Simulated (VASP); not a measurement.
# GaSb (I-4m2) in VASP: notebook, part 2 of 2

VASP 6.6.1. The steps go on from the part before.

### Step 4. Single point, PBE

This run uses another cell than the first one, of 27.70 Å³/atom.

The input, INCAR:

```
ALGO     = Normal         # electronic algorithm
EDIFF    = 1E-6           # SCF threshold, eV
ENCUT    = 520            # plane-wave cutoff, eV
GGA      = PE             # functional
ISIF     = 2              # what is computed and relaxed
ISMEAR   = 0              # smearing method
LASPH    = True           # aspherical terms in the spheres
LCHARG   = False          # write CHGCAR
LREAL    = False          # projectors in reciprocal space
LWAVE    = False          # write WAVECAR
NBANDS   = 16             # bands
NELM     = 80             # most SCF steps
PREC     = Accurate       # precision mode
SIGMA    = 0.15           # smearing width, eV
```

The input, KPOINTS:

```
k-points
0
Gamma
  16 16 16
```

The input, POSCAR:

```
GaSb
1.0
   -2.9595500000      2.9595500000      1.5811567257
    2.9595500000     -2.9595500000      1.5811567257
    2.9595500000      2.9595500000     -1.5811567257
Ga Sb
1 1
Direct
    0.2500000000      0.7500000000      0.5000000000
    0.0000000000      0.0000000000      0.0000000000
```

Command:

```
$ cat potpaw_PBE.64/Ga_d/POTCAR potpaw_PBE.64/Sb/POTCAR > POTCAR
$ mpirun -np 1 vasp_std > vasp.out
```

Wall time 6.7 min (1 thread of AMD EPYC 7R13, shared host); peak memory 0.42 GiB.

It converged, with:

```yaml
Free_energy: -6.8489 eV
Pressure: -5.0 GPa
Band_gap_on_the_k_mesh: zero (bands 9 and 10 overlap by 3.57 eV)
```

Stress tensor (GPa, compression positive):
```
-5.85  0.00  0.00
 0.00 -5.85  0.00
 0.00  0.00 -3.45
```

Levels at points of the mesh, in eV from the Fermi level:
| k point | band 7 | band 8 | band 9 | band 10 | band 11 | band 12 |
| --- | --- | --- | --- | --- | --- | --- |
| (0.00, 0.00, 0.00) | -3.94 | -1.78 | -1.78 | 3.45 | 5.23 | 5.92 |
| (0.50, 0.00, 0.00) | -4.82 | -2.53 | -1.02 | -0.89 | 2.72 | 2.76 |
| (0.50, 0.50, 0.00) | -7.30 | -0.32 | 1.15 | 1.63 | 1.68 | 4.90 |
| (0.50, 0.50, 0.50) | -5.81 | -4.22 | -4.22 | 4.25 | 5.95 | 8.23 |

Caveat: the cell stands under tension; spin-orbit coupling is left out, which moves the levels of the heavy elements.

### Step 5. Single point, PBE

This run uses another cell than the first one, of 28.01 Å³/atom.

The input, INCAR:

```
SYSTEM = GaSb
PREC = Accurate ; ENCUT = 520
EDIFF = 1E-7 ; ISMEAR = 0
SIGMA = 0.15 ; LREAL = .FALSE.
LASPH = .TRUE. ; NELM = 100
ALGO = Normal ; ISIF = 2
LWAVE = .FALSE. ; LCHARG = .TRUE.
GGA = PE ; LELF = .TRUE.
LVHAR = .TRUE. ; NBANDS = 16
```

The input, KPOINTS:

```
regular mesh
0
G
  16 16 16
  0 0 0
```

The input, POSCAR:

```
GaSb
1.0
   -2.9042500000      2.9042500000      1.6602000000
    2.9042500000     -2.9042500000      1.6602000000
    2.9042500000      2.9042500000     -1.6602000000
Ga Sb
1 1
Direct
    0.2500000000      0.7500000000      0.5000000000
    0.0000000000      0.0000000000      0.0000000000
```

Potentials or basis: VASP PAW PBE potentials, release 64 (Ga_d, Sb).

Command:

```
$ cat potpaw_PBE.64/Ga_d/POTCAR potpaw_PBE.64/Sb/POTCAR > POTCAR
$ mpirun -np 1 vasp_std > vasp.out
```

OUTCAR:

```text
SYSTEM = GaSb
   PREC = Accurate
   ENCUT = 520
   EDIFF = 1E-7
   ISMEAR = 0
   LREAL = .FALSE.
   LASPH = .TRUE.
   NELM = 100
   ISIF = 2
   GGA = PE

 ion  position               nearest neighbor table
   1  0.250  0.750  0.500-   2 3.02   2 3.02   2 3.02   2 3.02
   2  0.000  0.000  0.000-   1 3.02   1 3.02   1 3.02   1 3.02

  LATTYP: Found a body centered tetragonal cell.
 ALAT       =     5.8085000000
 C/A-ratio  =     0.5716450030

  Lattice vectors:

[... 645 lines left out ...]

  FORCE on cell =-STRESS in cart. coord.  units (eV):
  Direction    XX          YY          ZZ          XY          YZ          ZX
  --------------------------------------------------------------------------------------
  -------------------------------------------------------------------------------------
  Total       -1.9130964     -1.9130964     -1.7334551      0.0000000      0.0000000      0.0000000
  in kB      -54.7216317    -54.7216317    -49.5832256      0.0000000      0.0000000      0.0000000
  external PRESSURE =     -53.0088297 kB  Pullay stress =       0.0000000 kB

 VOLUME and BASIS-vectors are now :
 -----------------------------------------------------------------------------
  energy-cutoff  :      520.00
  volume of cell :       56.01
      direct lattice vectors                 reciprocal lattice vectors
    -2.904250000  2.904250000  1.660200000     0.000000000  0.172161487  0.301168534
     2.904250000 -2.904250000  1.660200000     0.172161487  0.000000000  0.301168534
     2.904250000  2.904250000 -1.660200000     0.172161487  0.172161487  0.000000000

 POSITION                                       TOTAL-FORCE (eV/Angst)
 -----------------------------------------------------------------------------------
      2.90425      0.00000      0.83010        -0.000000      0.000000     -0.000000
      0.00000      0.00000      0.00000         0.000000     -0.000000      0.000000
 -----------------------------------------------------------------------------------
    total drift:                                0.000000     -0.000000      0.000000

  FREE ENERGIE OF THE ION-ELECTRON SYSTEM (eV)
  ---------------------------------------------------
  free  energy   TOTEN  =        -6.8491487933 eV

  energy  without entropy=       -6.8388894709  energy(sigma->0) =       -6.84401913
```

OSZICAR:

```text
N       E                     dE             d eps       ncg     rms          rms(c)
DAV:   1     0.820786169026E+02    0.82079E+02   -0.82016E+03 11176   0.139E+03
DAV:   2    -0.633707639418E+00   -0.82712E+02   -0.80028E+02 13272   0.312E+02
DAV:   3    -0.675615141152E+01   -0.61224E+01   -0.60991E+01 13416   0.636E+01
DAV:   4    -0.686563460367E+01   -0.10948E+00   -0.10946E+00 13760   0.941E+00
DAV:   5    -0.686823425817E+01   -0.25997E-02   -0.25996E-02 14248   0.130E+00    0.192E+00
DAV:   6    -0.685130639963E+01    0.16928E-01   -0.38744E-02 14704   0.268E+00    0.106E+00
DAV:   7    -0.684908394290E+01    0.22225E-02   -0.12565E-02 16688   0.968E-01    0.225E-01
DAV:   8    -0.684912135810E+01   -0.37415E-04   -0.16197E-03 13808   0.447E-01    0.367E-02
DAV:   9    -0.684915007571E+01   -0.28718E-04   -0.11494E-04 14480   0.101E-01    0.217E-02
DAV:  10    -0.684914918379E+01    0.89192E-06   -0.94578E-06 14376   0.342E-02    0.324E-03
DAV:  11    -0.684914905115E+01    0.13264E-06   -0.87620E-07 13672   0.670E-03    0.202E-03
DAV:  12    -0.684914881069E+01    0.24046E-06   -0.91782E-08  9816   0.299E-03    0.238E-04
DAV:  13    -0.684914879331E+01    0.17376E-07   -0.11495E-08  7544   0.954E-04
   1 F= -.68491488E+01 E0= -.68440191E+01  d E =-.102593E-01
```

It took 8.5 min on 1 thread of AMD EPYC 7R13, shared host; peak memory 0.43 GiB.

Results:

| Property | Result |
| --- | --- |
| Free energy | -6.8491 eV |
| Pressure | -5.3 GPa |
| Band gap on the k mesh | zero (bands 9 and 10 overlap by 3.99 eV) |

Levels at points of the mesh, in eV from the Fermi level:
```tsv
k point	band 6	band 7	band 8	band 9	band 10	band 11	band 12	band 13
(0.00, 0.00, 0.00)	-10.92	-3.43	-1.53	-1.53	3.68	4.27	6.27	6.27
(0.50, 0.00, 0.00)	-8.03	-4.96	-2.38	-1.14	-0.90	2.64	2.87	4.52
(0.50, 0.50, 0.00)	-9.79	-7.18	-0.02	1.62	1.79	2.08	4.05	6.20
(0.50, 0.50, 0.50)	-9.00	-5.57	-4.11	-4.11	3.17	4.83	8.78	8.78
```

Caveat: the cell stands under tension; spin-orbit coupling is left out, which moves the levels of the heavy elements.

### Step 6. Summary

```csv
cell,gap on the mesh (eV),pressure (GPa)
"a = 4.352 Å, angles 98.9, 98.9, 133.8°, 2 atoms",none,-4.4
"a = 4.412 Å, angles 98.0, 98.0, 136.2°, 2 atoms",none,-4.9
"a = 4.474 Å, angles 97.2, 97.2, 138.6°, 2 atoms",none,-5.0
"a = 4.430 Å, angles 98.1, 98.1, 136.0°, 2 atoms",none,-5.3
```

Alike in all rows: task single point; level PBE; potentials or basis VASP PAW PBE potentials, release 64 (Ga_d, Sb); no spin polarisation; k mesh 16 × 16 × 16; cutoff (eV) 520; smearing gaussian 0.15 eV.

Caveats: the cell stands under tension; spin-orbit coupling is left out, which moves the levels of the heavy elements.

Absolute energies hang on the potentials; compare differences alone.
